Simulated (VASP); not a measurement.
Wanted: the native input for a VASP 6.6.1 run.

```yaml
Task: single point
Functional: r2SCAN
Potentials_or_basis: VASP PAW PBE potentials, release 64 (Hf_pv, Si)
Cutoff: 520 eV
k_mesh: 5 × 9 × 7
Occupations: fermi-dirac, width 0.1 eV
Spin: no spin polarisation
Dipole_correction: no
Further_INCAR_settings: ALGO = Normal; EDIFF = 1e-06; NBANDS = 38
```

The system is HfSi.

```
Hf Si
1.0
     6.81982    0.00000    0.00000
     0.00000    3.74650    0.00000
     0.00000    0.00000    5.19320
Hf Si
4 4
Direct
  0.17529 0.25000 0.12560
  0.32471 0.75000 0.62560
  0.67529 0.25000 0.37440
  0.82471 0.75000 0.87440
  0.04287 0.25000 0.63866
  0.45713 0.75000 0.13866
  0.54287 0.25000 0.86134
  0.95713 0.75000 0.36134
```

These files were run (other wordings do the same):

POSCAR

```
HfSi
1.0
    6.8198162200      0.0000000000      0.0000000000
    0.0000000000      3.7464997300      0.0000000000
    0.0000000000      0.0000000000      5.1931957700
Hf Si
4 4
Direct
    0.1752877942      0.2500000000      0.1256009733
    0.3247122058      0.7500000000      0.6256009733
    0.6752877942      0.2500000000      0.3743990267
    0.8247122058      0.7500000000      0.8743990267
    0.0428705513      0.2500000000      0.6386624268
    0.4571294487      0.7500000000      0.1386624268
    0.5428705513      0.2500000000      0.8613375732
    0.9571294487      0.7500000000      0.3613375732
```

INCAR.step1

```
ALGO = Normal
EDIFF = 1E-4
ENCUT = 520
GGA = PE
ISMEAR = -1
LASPH = True
LCHARG = False
LREAL = False
LWAVE = True
NBANDS = 38
NELM = 80
PREC = Accurate
SIGMA = 0.1
```

INCAR.step2

```
ALGO = Normal
EDIFF = 1E-6
ENCUT = 520
ISIF = 2
ISMEAR = -1
ISTART = 1
LASPH = True
LCHARG = True
LELF = True
LMIXTAU = True
LREAL = False
LVHAR = True
LWAVE = False
METAGGA = R2SCAN
NBANDS = 38
NELM = 80
PREC = Accurate
SIGMA = 0.1
```

KPOINTS

```
k-points
0
Gamma
  5 9 7
```

Potentials or basis: VASP PAW PBE potentials, release 64 (Hf_pv, Si).

The run is started by

```sh
$ cat potpaw_PBE.64/Hf_pv/POTCAR potpaw_PBE.64/Si/POTCAR > POTCAR
$ cp INCAR.step1 INCAR
$ mpirun -np 1 vasp_std > vasp.out
$ cp INCAR.step2 INCAR
$ mpirun -np 1 vasp_std > vasp.out
```

Results of the run:

- Pressure: 3.0 GPa
- Largest force: 0.006 eV/Å
- Band gap on the k mesh: zero (bands 28 and 29 overlap by 0.33 eV)

Caveat: the cell stands under pressure; the PAW data sets were made with another functional, which shifts forces and pressure a little; spin-orbit coupling is left out, which moves the levels of the heavy elements.

Run time: 8.4 min on 1 thread of Intel(R) Xeon(R) 6975P-C (Granite Rapids) (shared host), peak memory 0.4 GiB.
